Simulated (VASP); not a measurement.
# Te (Pm-3m) in VASP: notebook

Te is run at these levels: PBE; tasks: single point.

Program: VASP 6.6.1. These are calculated values, not measurements. Logs are shortened: lines on timing, memory, paths and dates and some standing lists are left out, and cuts for length are marked.

## Step 1: The cell of the first run

The structure is cubic, space group Pm-3m (No. 221). Conventional cell: a = 3.022 Å, b = 3.022 Å, c = 3.022 Å, α = 90.00°, β = 90.00°, γ = 90.00°. Te (site symmetry m-3m) has 6 Te at 3.02 Å within 4.0 Å.

## Step 2: Single point, PBE (volume scaled by 0.84)

Contents of INCAR:

```
ALGO = Normal
EDIFF = 1E-6
ENCUT = 520
GGA = PE
ISIF = 2
ISMEAR = -1
LASPH = T
LCHARG = F
LREAL = F
LWAVE = F
NBANDS = 9
NELM = 80
PREC = Accurate
SIGMA = 0.08
```

Contents of KPOINTS:

```
k-points
0
Gamma
  12 12 12
```

Contents of POSCAR:

```
Te
1.0
    3.0216412188      0.0000000000      0.0000000000
    0.0000000000      3.0216412188      0.0000000000
    0.0000000000      0.0000000000      3.0216412188
Te
1
Direct
    0.0000000000      0.0000000000      0.0000000000
```

Potentials or basis: VASP PAW PBE potentials, release 64 (Te).

Launch:

```bash
cat potpaw_PBE.64/Te/POTCAR > POTCAR
mpirun -np 1 vasp_std > vasp.out
```

OUTCAR:

```text
EDIFF = 1E-6
   ENCUT = 520
   GGA = PE
   ISIF = 2
   ISMEAR = -1
   LASPH = T
   LREAL = F
   NELM = 80
   PREC = Accurate

 ion  position               nearest neighbor table
   1  0.000  0.000  0.000-

  LATTYP: Found a simple cubic cell.
 ALAT       =     3.0216412188

  Lattice vectors:

 A1 = (   3.0216412188,   0.0000000000,   0.0000000000)
 A2 = (   0.0000000000,   3.0216412188,   0.0000000000)
 A3 = (   0.0000000000,   0.0000000000,   3.0216412188)

Analysis of symmetry for initial positions (statically):
=====================================================================
 Subroutine PRICEL returns:
 Original cell was already a primitive cell.

 Routine SETGRP: Setting up the symmetry group for a
 simple cubic supercell.

 Subroutine GETGRP returns: Found 48 space group operations
 (whereof 48 operations were pure point group operations)
 out of a pool of 48 trial point group operations.

The static configuration has the point symmetry O_h .

Analysis of symmetry for dynamics (positions and initial velocities):
=====================================================================
 Subroutine PRICEL returns:
 Original cell was already a primitive cell.

 Routine SETGRP: Setting up the symmetry group for a
 simple cubic supercell.

 Subroutine GETGRP returns: Found 48 space group operations
 (whereof 48 operations were pure point group operations)
 out of a pool of 48 trial point group operations.

The dynamic configuration has the point symmetry O_h .

 Subroutine INISYM returns: Found 48 space group operations
 (whereof 48 operations are pure point group operations),
 and found     1 'primitive' translations

----------------------------------------------------------------------------------------

                                     Primitive cell

  volume of cell :      27.5885

  direct lattice vectors                    reciprocal lattice vectors
     3.021641219  0.000000000  0.000000000     0.330945975  0.000000000  0.000000000
     0.000000000  3.021641219  0.000000000     0.000000000  0.330945975  0.000000000
     0.000000000  0.000000000  3.021641219     0.000000000  0.000000000  0.330945975

  length of vectors
     3.021641219  3.021641219  3.021641219     0.330945975  0.330945975  0.330945975

  position of ions in fractional coordinates (direct lattice)
     0.000000000  0.000000000  0.000000000

  ion indices of the primitive-cell ions
   primitive index   ion index
                 1           1

----------------------------------------------------------------------------------------

 KPOINTS: k-points

Automatic generation of k-mesh.
 Grid dimensions read from file:
 generate k-points for:   12   12   12

 Generating k-lattice:

  Cartesian coordinates                     Fractional coordinates (reciprocal lattice)
     0.027578831  0.000000000  0.000000000     0.083333333  0.000000000  0.000000000
     0.000000000  0.027578831  0.000000000     0.000000000  0.083333333  0.000000000
     0.000000000  0.000000000  0.027578831     0.000000000  0.000000000  0.083333333

  Length of vectors
     0.027578831  0.027578831  0.027578831

  Shift w.r.t. Gamma in fractional coordinates (k-lattice)
     0.000000000  0.000000000  0.000000000

 Subroutine IBZKPT returns following result:
 ===========================================

 Found     84 irreducible k-points:

 Following reciprocal coordinates:
            Coordinates               Weight
  0.000000  0.000000  0.000000      1.000000
  0.083333  0.000000  0.000000      6.000000
  0.166667  0.000000  0.000000      6.000000
  0.250000  0.000000  0.000000      6.000000
  0.333333  0.000000  0.000000      6.000000
  0.416667  0.000000  0.000000      6.000000
[... 16 lines left out ...]
  0.333333  0.333333  0.000000     12.000000
  0.416667  0.333333  0.000000     24.000000
 [... further k-points ...]
   k-points           NKPTS =     84   k-points in BZ     NKDIM =     84   number of bands    NBANDS=      9
   number of dos      NEDOS =    301   number of ions     NIONS =      1
   total plane-waves  NPLWV =  13824
   dimension x,y,z NGX =    24 NGY =   24 NGZ =   24
   dimension x,y,z NGXF=    48 NGYF=   48 NGZF=   48
   ions per type =               1
   NGX,Y,Z   is equivalent  to a cutoff of  13.20, 13.20, 13.20 a.u.
   NGXF,Y,Z  is equivalent  to a cutoff of  26.41, 26.41, 26.41 a.u.
 SYSTEM =  unknown system
   PREC   = accura    normal or accurate (medium, high low for compatibility)
   ISTART =      0    job   : 0-new  1-cont  2-samecut
   ICHARG =      2    charge: 1-file 2-atom 10-const
   ISPIN  =      1    spin polarized calculation?
   LNONCOLLINEAR =      F non collinear calculations
   LSORBIT =      F    spin-orbit coupling
   LASPH  =      T    aspherical Exc in radial PAW
   ENCUT  =  520.0 eV  38.22 Ry    6.18 a.u.   5.62  5.62  5.62*2*pi/ulx,y,z
   NELM   =     80;   NELMIN=  2; NELMDL= -5     # of ELM steps
   EDIFF  = 0.1E-05   stopping-criterion for ELM
   LREAL  =      F    real-space projection
   EDIFFG = 0.1E-04   stopping-criterion for IOM
   NSW    =      0    number of steps for IOM
   IBRION =     -1    ionic relax: 0-MD 1-quasi-New 2-CG
   NFREE  =      0    steps in history (QN), initial steepest desc. (CG)
   ISIF   =      2    stress and relaxation
   ISYM   =      2    0-nonsym 1-usesym 2-fastsym
   POTIM  = 0.5000    time-step for ionic-motion
   TEBEG  =    0.0;   TEEND  =   0.0 temperature during run
   PSTRESS=    0.0 pullay stress
   NELECT =       6.0000    total number of electrons
   NUPDOWN=      -1.0000    fix difference up-down
   EMIN   =  10.00;   EMAX   =-10.00  energy-range for DOS
   EFERMI =   0.00;   METHOD = LEGACY
   ISMEAR =    -1;   SIGMA  =   0.08  broadening in eV -4-tet -1-fermi 0-gaus
   EFERMI_NEDOS =   21; number of points for ismear=-14 and -15
   IALGO  =     38    algorithm
   IMIX   =      4    mixing-type and parameters
     AMIX     =   0.40;   BMIX     =  1.00
     AMIX_MAG =   1.60;   BMIX_MAG =  1.00
  volume/ion in A,a.u.               =      27.59       186.18
  Fermi-wavevector in a.u.,A,eV,Ry     =   0.984500  1.860435 13.187312  0.969240
  Thomas-Fermi vector in A             =   2.115737
   LORBIT       =      0    0 simple, 1 ext, 2 COOP (PROOUT), +10 PAW based schemes
   GGA     = PE    functional components
   LHFCALC =     F    Hartree Fock is set to
   AEXX    =    0.0000 exact exchange contribution
   IVDW    =     0    specifies the selected vdW correction
   LEPSILON=     F    determine dielectric tensor
   LRPA    =     F    only Hartree local field effects (RPA)
 non-spin polarized calculation
  energy-cutoff  :      520.00
  volume of cell :       27.59
 maximum number of plane-waves:       768
 NGX is ok and might be reduce to    24
   NGX = 11   NGY = 11   NGZ = 11

 number of electron       6.0000001 magnetization

 Free energy of the ion-electron system (eV)
  ---------------------------------------------------
  ext. energy  EPLUGINS =         0.00000000
  ---------------------------------------------------
  free energy    TOTEN  =        -2.92142212 eV

  energy without entropy =       -2.90850214  energy(sigma->0) =       -2.91496213

 E-fermi :   8.9275     XC(G=0): -10.0326

 val. band max:        8.9072259478   @ k =   0.5000   0.4167   0.2500
 cond. band min:       8.9473278387   @ k =   0.4167   0.1667   0.0833
 fundamental gap:      0.0401018909
 Fermi energy:         8.9274811460

 k-point     1 :       0.0000    0.0000    0.0000
  band No.  band energies     occupation
      1      -6.2055      2.00000
      2      10.2234      0.00000
      3      10.2234      0.00000
      4      10.2234      0.00000
      5      14.6704      0.00000
      6      14.6704      0.00000
      7      16.0601      0.00000
      8      27.5046      0.00000
      9      27.5505      0.00000

 k-point     2 :       0.0833    0.0000    0.0000
  band No.  band energies     occupation
      1      -6.1048      2.00000
      2       9.0671      0.29743
      3      10.3185      0.00000
      4      10.3185      0.00000
      5      14.7550      0.00000
      6      15.3598      0.00000
      7      16.7876      0.00000
      8      25.8395      0.00000
      9      25.8395      0.00000

 k-point     3 :       0.1667    0.0000    0.0000
  band No.  band energies     occupation
      1      -5.8080      2.00000
      2       7.0246      2.00000
      3      10.5928      0.00000
      4      10.5928      0.00000
      5      15.0061      0.00000
      6      15.8744      0.00000
      7      19.0768      0.00000
      8      24.0424      0.00000
      9      24.0424      0.00000

 k-point     4 :       0.2500    0.0000    0.0000
  band No.  band energies     occupation
      1      -5.3361      2.00000
      2       5.0059      2.00000
      3      11.0089      0.00000
      4      11.0089      0.00000
      5      15.4125      0.00000
      6      16.3912      0.00000
      7      21.6156      0.00000
      8      22.4016      0.00000
      9      22.4017      0.00000
[... 205 lines left out ...]
 k-point    22 :       0.5000    0.2500    0.0000
  band No.  band energies     occupation
      1      -3.0195      2.00000
      2       2.2671      2.00000
      3       7.0611      2.00000
      4      12.8678      0.00000
      5      13.1001      0.00000
      6      18.6420      0.00000
      7      20.2104      0.00000
      8      20.4606      0.00000
      9      24.3121      0.00000

 k-point    23 :       0.3333    0.3333    0.0000
  band No.  band energies     occupation
      1      -3.2625      2.00000
      2       4.4242      2.00000
      3       4.7713      2.00000
      4      12.7657      0.00000
      5      13.0517      0.00000
      6      18.0555      0.00000
      7      22.0777      0.00000
      8      22.4441      0.00000
      9      22.4483      0.00000

 k-point    24 :       0.4167    0.3333    0.0000
  band No.  band energies     occupation
      1      -2.6739      2.00000
      2       3.2838      2.00000
      3       5.0847      2.00000
      4      11.9595      0.00000
      5      13.1795      0.00000
      6      18.7916      0.00000
      7      21.3169      0.00000
      8      21.4434      0.00000
      9      22.7910      0.00000

 [... further k-points ...]
[... 5 lines left out ...]
  --------------------------------------------------------------------------------------
  -------------------------------------------------------------------------------------
  Total        2.2909315      2.2909315      2.2909315      0.0000000      0.0000000      0.0000000
  in kB      133.0436057    133.0436057    133.0436057      0.0000000      0.0000000      0.0000000
  external PRESSURE =     133.0436057 kB  Pullay stress =       0.0000000 kB

 VOLUME and BASIS-vectors are now :
 -----------------------------------------------------------------------------
  energy-cutoff  :      520.00
  volume of cell :       27.59
      direct lattice vectors                 reciprocal lattice vectors
     3.021641219  0.000000000  0.000000000     0.330945975  0.000000000  0.000000000
     0.000000000  3.021641219  0.000000000     0.000000000  0.330945975  0.000000000
     0.000000000  0.000000000  3.021641219     0.000000000  0.000000000  0.330945975

 POSITION                                       TOTAL-FORCE (eV/Angst)
 -----------------------------------------------------------------------------------
      0.00000      0.00000      0.00000         0.000000      0.000000      0.000000
 -----------------------------------------------------------------------------------
    total drift:                               -0.000000      0.000000      0.000000

  FREE ENERGIE OF THE ION-ELECTRON SYSTEM (eV)
  ---------------------------------------------------
  free  energy   TOTEN  =        -2.9214221179 eV

  energy  without entropy=       -2.9085021434  energy(sigma->0) =       -2.91496213
```

It took 9.3 s on 1 thread of Intel Xeon Platinum 8488C (Sapphire Rapids), shared host; peak memory 0.15 GiB.

What came out:

- Free energy: -2.9214 eV
- Pressure: 13.3 GPa
- Band gap on the k mesh: zero (band 3 reaches 12.07 eV, above the bottom of band 4 at 5.24 eV)

Caveat: spin-orbit coupling is left out, which moves the levels of the heavy elements.

(Continued in part 2 of 2.)
